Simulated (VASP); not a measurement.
# Re (P6_3/mmc) in VASP: further runs

The runs below take Re through single point, relaxation of cell and atoms, with PBEsol, PBE, LDA.

Everything below comes from runs of VASP 6.6.1. Logs are shortened: lines on timing, memory, paths and dates and some standing lists are left out, and cuts for length are marked.

**1. The cell of the first run**

It takes space group P6_3/mmc (No. 194, hexagonal). The conventional cell has a = 2.750 Å, b = 2.750 Å, c = 4.443 Å, α = 90.00°, β = 90.00°, γ = 120.00°. Within 3.6 Å of Re (site symmetry -6m2) lie 12 Re at 2.73 to 2.75 Å.

**2. Single point, PBEsol**

Contents of INCAR:

```
  ALGO = Normal
  EDIFF = 1E-6
  ENCUT = 520
  GGA = PS
  ISIF = 2
  ISMEAR = -1
  LASPH = T
  LCHARG = F
  LREAL = F
  LWAVE = F
  NBANDS = 14
  NELM = 60
  PREC = Accurate
  SIGMA = 0.05
```

Contents of KPOINTS:

```
k-points
0
Gamma
  11 11 6
```

Contents of POSCAR:

```
Re
1.0
    2.7502583958      0.0000000000      0.0000000000
   -1.3751291979      2.3817936377      0.0000000000
    0.0000000000      0.0000000000      4.4430787119
Re
2
Direct
    0.6666666667      0.3333333333      0.7500000000
    0.3333333333      0.6666666667      0.2500000000
```

Potentials or basis: VASP PAW PBE potentials, release 64 (Re).

The run is started by

```sh
> cat potpaw_PBE.64/Re/POTCAR > POTCAR
> mpirun -np 1 vasp_std > vasp.out
```

OUTCAR:

```text
EDIFF = 1E-6
   ENCUT = 520
   GGA = PS
   ISIF = 2
   ISMEAR = -1
   LASPH = T
   LREAL = F
   NELM = 60
   PREC = Accurate

 ion  position               nearest neighbor table
   1  0.667  0.333  0.750-   2 2.73   2 2.73   2 2.73   2 2.73   2 2.73   2 2.73
   2  0.333  0.667  0.250-   1 2.73   1 2.73   1 2.73   1 2.73   1 2.73   1 2.73

  LATTYP: Found a hexagonal cell.
 ALAT       =     2.7502583958
 C/A-ratio  =     1.6155131891

  Lattice vectors:

 A1 = (   2.7502583958,   0.0000000000,   0.0000000000)
 A2 = (  -1.3751291979,   2.3817936377,   0.0000000000)
 A3 = (   0.0000000000,   0.0000000000,   4.4430787119)

Analysis of symmetry for initial positions (statically):
=====================================================================
 Subroutine PRICEL returns:
 Original cell was already a primitive cell.

 Routine SETGRP: Setting up the symmetry group for a
 hexagonal supercell.

 Subroutine GETGRP returns: Found 24 space group operations
 (whereof 12 operations were pure point group operations)
 out of a pool of 24 trial point group operations.

The static configuration has the point symmetry D_3d.
 The point group associated with its full space group is D_6h.

Analysis of symmetry for dynamics (positions and initial velocities):
=====================================================================
 Subroutine PRICEL returns:
 Original cell was already a primitive cell.

 Routine SETGRP: Setting up the symmetry group for a
 hexagonal supercell.

 Subroutine GETGRP returns: Found 24 space group operations
 (whereof 12 operations were pure point group operations)
 out of a pool of 24 trial point group operations.

The dynamic configuration has the point symmetry D_3d.
 The point group associated with its full space group is D_6h.

 Subroutine INISYM returns: Found 24 space group operations
 (whereof 12 operations are pure point group operations),
 and found     1 'primitive' translations

----------------------------------------------------------------------------------------

                                     Primitive cell

  volume of cell :      29.1046

  direct lattice vectors                    reciprocal lattice vectors
     2.750258396  0.000000000  0.000000000     0.363602199  0.209925827  0.000000000
    -1.375129198  2.381793638  0.000000000     0.000000000  0.419851655  0.000000000
     0.000000000  0.000000000  4.443078712     0.000000000  0.000000000  0.225069161

  length of vectors
     2.750258396  2.750258396  4.443078712     0.419851655  0.419851655  0.225069161

  position of ions in fractional coordinates (direct lattice)
     0.666666667  0.333333333  0.750000000
     0.333333333  0.666666667  0.250000000

  ion indices of the primitive-cell ions
   primitive index   ion index
                 1           1
                 2           2

----------------------------------------------------------------------------------------

 KPOINTS: k-points

Automatic generation of k-mesh.
 Grid dimensions read from file:
 generate k-points for:   11   11    6

 Generating k-lattice:

  Cartesian coordinates                     Fractional coordinates (reciprocal lattice)
     0.033054745  0.019084166  0.000000000     0.090909091  0.000000000  0.000000000
     0.000000000  0.038168332  0.000000000     0.000000000  0.090909091  0.000000000
     0.000000000  0.000000000  0.037511527     0.000000000  0.000000000  0.166666667

  Length of vectors
     0.038168332  0.038168332  0.037511527

  Shift w.r.t. Gamma in fractional coordinates (k-lattice)
     0.000000000  0.000000000  0.000000000

 Subroutine IBZKPT returns following result:
 ===========================================

 Found     64 irreducible k-points:

 Following reciprocal coordinates:
            Coordinates               Weight
  0.000000  0.000000  0.000000      1.000000
  0.090909 -0.000000  0.000000      6.000000
  0.181818 -0.000000  0.000000      6.000000
  0.272727 -0.000000  0.000000      6.000000
  0.363636 -0.000000  0.000000      6.000000
  0.454545 -0.000000  0.000000      6.000000
[... 16 lines left out ...]
  0.090909  0.090909  0.166667     12.000000
  0.181818  0.090909  0.166667     24.000000
 [... further k-points ...]
   k-points           NKPTS =     64   k-points in BZ     NKDIM =     64   number of bands    NBANDS=     14
   number of dos      NEDOS =    301   number of ions     NIONS =      2
   total plane-waves  NPLWV =  14400
   dimension x,y,z NGX =    20 NGY =   20 NGZ =   36
   dimension x,y,z NGXF=    40 NGYF=   40 NGZF=   72
   ions per type =               2
   NGX,Y,Z   is equivalent  to a cutoff of  12.09, 12.09, 13.47 a.u.
   NGXF,Y,Z  is equivalent  to a cutoff of  24.18, 24.18, 26.94 a.u.
 SYSTEM =  unknown system
   PREC   = accura    normal or accurate (medium, high low for compatibility)
   ISTART =      0    job   : 0-new  1-cont  2-samecut
   ICHARG =      2    charge: 1-file 2-atom 10-const
   ISPIN  =      1    spin polarized calculation?
   LNONCOLLINEAR =      F non collinear calculations
   LSORBIT =      F    spin-orbit coupling
   LASPH  =      T    aspherical Exc in radial PAW
   ENCUT  =  520.0 eV  38.22 Ry    6.18 a.u.   5.11  5.11  8.26*2*pi/ulx,y,z
   NELM   =     60;   NELMIN=  2; NELMDL= -5     # of ELM steps
   EDIFF  = 0.1E-05   stopping-criterion for ELM
   LREAL  =      F    real-space projection
   EDIFFG = 0.1E-04   stopping-criterion for IOM
   NSW    =      0    number of steps for IOM
   IBRION =     -1    ionic relax: 0-MD 1-quasi-New 2-CG
   NFREE  =      0    steps in history (QN), initial steepest desc. (CG)
   ISIF   =      2    stress and relaxation
   ISYM   =      2    0-nonsym 1-usesym 2-fastsym
   POTIM  = 0.5000    time-step for ionic-motion
   TEBEG  =    0.0;   TEEND  =   0.0 temperature during run
   PSTRESS=    0.0 pullay stress
   NELECT =      14.0000    total number of electrons
   NUPDOWN=      -1.0000    fix difference up-down
   EMIN   =  10.00;   EMAX   =-10.00  energy-range for DOS
   EFERMI =   0.00;   METHOD = LEGACY
   ISMEAR =    -1;   SIGMA  =   0.05  broadening in eV -4-tet -1-fermi 0-gaus
   EFERMI_NEDOS =   21; number of points for ismear=-14 and -15
   IALGO  =     38    algorithm
   IMIX   =      4    mixing-type and parameters
     AMIX     =   0.40;   BMIX     =  1.00
     AMIX_MAG =   1.60;   BMIX_MAG =  1.00
  volume/ion in A,a.u.               =      14.55        98.20
  Fermi-wavevector in a.u.,A,eV,Ry     =   1.282715  2.423981 22.386464  1.645359
  Thomas-Fermi vector in A             =   2.415011
   LORBIT       =      0    0 simple, 1 ext, 2 COOP (PROOUT), +10 PAW based schemes
   GGA     = PS    functional components
   LHFCALC =     F    Hartree Fock is set to
   AEXX    =    0.0000 exact exchange contribution
   IVDW    =     0    specifies the selected vdW correction
   LEPSILON=     F    determine dielectric tensor
   LRPA    =     F    only Hartree local field effects (RPA)
 non-spin polarized calculation
  energy-cutoff  :      520.00
  volume of cell :       29.10
 maximum number of plane-waves:       793
   NGX = 11   NGY = 11   NGZ = 17

 number of electron      14.0000001 magnetization

 Free energy of the ion-electron system (eV)
  ---------------------------------------------------
  ext. energy  EPLUGINS =         0.00000000
  ---------------------------------------------------
  free energy    TOTEN  =       -26.73990658 eV

  energy without entropy =      -26.72640376  energy(sigma->0) =      -26.73315517

 E-fermi :   7.8619     XC(G=0): -13.8800

 val. band max:        7.8405899012   @ k =   0.1818  -0.0000   0.1667
 cond. band min:       7.9114784347   @ k =   0.3636   0.1818   0.3333
 fundamental gap:      0.0708885335
 Fermi energy:         7.8619136132

 k-point     1 :       0.0000    0.0000    0.0000
  band No.  band energies     occupation
      1      -2.1203      2.00000
      2       1.1305      2.00000
      3       6.2372      2.00000
      4       6.2398      2.00000
      5       6.2398      2.00000
      6       7.0933      2.00000
      7       7.0933      2.00000
      8       8.0445      0.05057
      9       8.0445      0.05057
     10       8.4861      0.00001
     11      11.2759      0.00000
     12      11.2759      0.00000
     13      17.9952      0.00000
     14      22.0432      0.00000

 k-point     2 :       0.0909   -0.0000    0.0000
  band No.  band energies     occupation
      1      -1.7796      2.00000
      2       1.4483      2.00000
      3       5.5944      2.00000
      4       6.5547      2.00000
      5       6.7374      2.00000
      6       6.9028      2.00000
      7       7.2217      1.99999
      8       7.3909      1.99984
      9       7.7875      1.63141
     10       7.9937      0.13363
     11      11.4485      0.00000
     12      12.6102      0.00000
     13      17.9730      0.00000
     14      22.7936      0.00000

 k-point     3 :       0.1818   -0.0000    0.0000
  band No.  band energies     occupation
      1      -0.8411      2.00000
      2       2.1997      2.00000
      3       4.9167      2.00000
      4       5.5536      2.00000
      5       6.2810      2.00000
      6       7.2176      1.99999
      7       7.4689      1.99923
      8       7.5618      1.99506
      9       7.5978      1.98989
     10       8.2475      0.00089
     11      11.7857      0.00000
     12      14.8429      0.00000
     13      17.7609      0.00000
     14      24.2869      0.00000
[... 324 lines left out ...]
 k-point    23 :       0.0909    0.0909    0.1667
  band No.  band energies     occupation
      1      -0.8357      2.00000
      2       2.0645      2.00000
      3       5.0876      2.00000
      4       5.3213      2.00000
      5       6.2528      2.00000
      6       6.7803      2.00000
      7       7.0038      2.00000
      8       7.5862      1.99198
      9       8.3389      0.00014
     10       8.3802      0.00006
     11      11.5490      0.00000
     12      13.3547      0.00000
     13      19.2576      0.00000
     14      23.4926      0.00000

 k-point    24 :       0.1818    0.0909    0.1667
  band No.  band energies     occupation
      1       0.2275      2.00000
      2       2.8632      2.00000
      3       4.2357      2.00000
      4       4.5817      2.00000
      5       5.8686      2.00000
      6       6.5713      2.00000
      7       7.1937      2.00000
      8       8.1513      0.00611
      9       8.8791      0.00000
     10       9.2783      0.00000
     11      11.6870      0.00000
     12      14.7830      0.00000
     13      19.1595      0.00000
     14      23.9580      0.00000

 [... further k-points ...]
[... 5 lines left out ...]
  --------------------------------------------------------------------------------------
  -------------------------------------------------------------------------------------
  Total        0.0169107      0.0169107     -0.0113845      0.0000000      0.0000000      0.0000000
  in kB        0.9309169      0.9309169     -0.6267037      0.0000000      0.0000000      0.0000000
  external PRESSURE =       0.4117100 kB  Pullay stress =       0.0000000 kB

 VOLUME and BASIS-vectors are now :
 -----------------------------------------------------------------------------
  energy-cutoff  :      520.00
  volume of cell :       29.10
      direct lattice vectors                 reciprocal lattice vectors
     2.750258396  0.000000000  0.000000000     0.363602199  0.209925827  0.000000000
    -1.375129198  2.381793638  0.000000000     0.000000000  0.419851655  0.000000000
     0.000000000  0.000000000  4.443078712     0.000000000  0.000000000  0.225069161

 POSITION                                       TOTAL-FORCE (eV/Angst)
 -----------------------------------------------------------------------------------
      1.37513      0.79393      3.33231        -0.000000      0.000000      0.000000
     -0.00000      1.58786      1.11077         0.000000     -0.000000      0.000000
 -----------------------------------------------------------------------------------
    total drift:                               -0.000000      0.000000     -0.000000

  FREE ENERGIE OF THE ION-ELECTRON SYSTEM (eV)
  ---------------------------------------------------
  free  energy   TOTEN  =       -26.7399065775 eV

  energy  without entropy=      -26.7264037561  energy(sigma->0) =      -26.73315517
```

It took 20 s on 1 thread of Intel Xeon 8259CL, shared host; peak memory 0.12 GiB.

What came out:

- Free energy: -26.7399 eV
- Pressure: 0.0 GPa
- Band gap on the k mesh: zero (bands 7 and 8 overlap by 3.12 eV)

Stress tensor (GPa, compression positive):
```
 0.09  0.00  0.00
 0.00  0.09  0.00
 0.00  0.00 -0.06
```

Levels at points of the mesh, in eV from the Fermi level:
```
           k point  band 3  band 4  band 5  band 6  band 7  band 8  band 9  band 10  band 11  band 12
(0.00, 0.00, 0.00)   -1.62   -1.62   -1.62   -0.77   -0.77    0.18    0.18     0.62     3.41     3.41
(0.00, 0.00, 0.50)   -2.43   -2.43   -1.75   -1.75   -1.75   -1.75    2.59     2.59     2.59     2.59
```

Caveat: the PAW data sets were made with another functional, which shifts forces and pressure a little; spin-orbit coupling is left out, which moves the levels of the heavy elements.

**3. Single point, PBE**

This run uses another cell than the first one, of 14.95 Å³/atom.

Contents of INCAR:

```
  ALGO = Normal
  EDIFF = 1E-7
  ENCUT = 520
  GGA = PE
  ISIF = 2
  ISMEAR = -1
  LASPH = True
  LCHARG = False
  LREAL = False
  LWAVE = False
  NBANDS = 14
  NELM = 100
  PREC = Accurate
  SIGMA = 0.05
```

KPOINTS is that of step 2.

Contents of POSCAR:

```
Re
1.0
    2.7747779907      0.0000000000      0.0000000000
   -1.3873889953      2.4030282298      0.0000000000
    0.0000000000      0.0000000000      4.4844997747
Re
2
Direct
    0.6666666667      0.3333333333      0.7500000000
    0.3333333333      0.6666666667      0.2500000000
```

Potentials or basis: VASP PAW PBE potentials, release 64 (Re).

The run is started by

```sh
> cat potpaw_PBE.64/Re/POTCAR > POTCAR
> mpirun -np 1 vasp_std > vasp.out
```

It took 36 s on 1 thread of Intel Xeon 8259CL, shared host; peak memory 0.14 GiB.

The run converged. Its results:

```
Free energy            : -24.8538 eV
Pressure               : -0.5 GPa
Band gap on the k mesh : zero (bands 7 and 8 overlap by 2.97 eV)
```

Stress tensor (GPa, compression positive):
```
-0.48  0.00  0.00
 0.00 -0.48  0.00
 0.00  0.00 -0.66
```

Levels at points of the mesh, in eV from the Fermi level:
```
           k point  band 5  band 6  band 7  band 8  band 9  band 10
(0.00, 0.00, 0.00)   -1.54   -0.73   -0.73    0.19    0.19     0.57
(0.00, 0.00, 0.50)   -1.67   -1.67   -1.67   -1.67    2.48     2.48
```

Caveat: spin-orbit coupling is left out, which moves the levels of the heavy elements.

[end of part 1 of 2]

The gap in the log of VASP goes by the Fermi energy; the results here count the filled bands.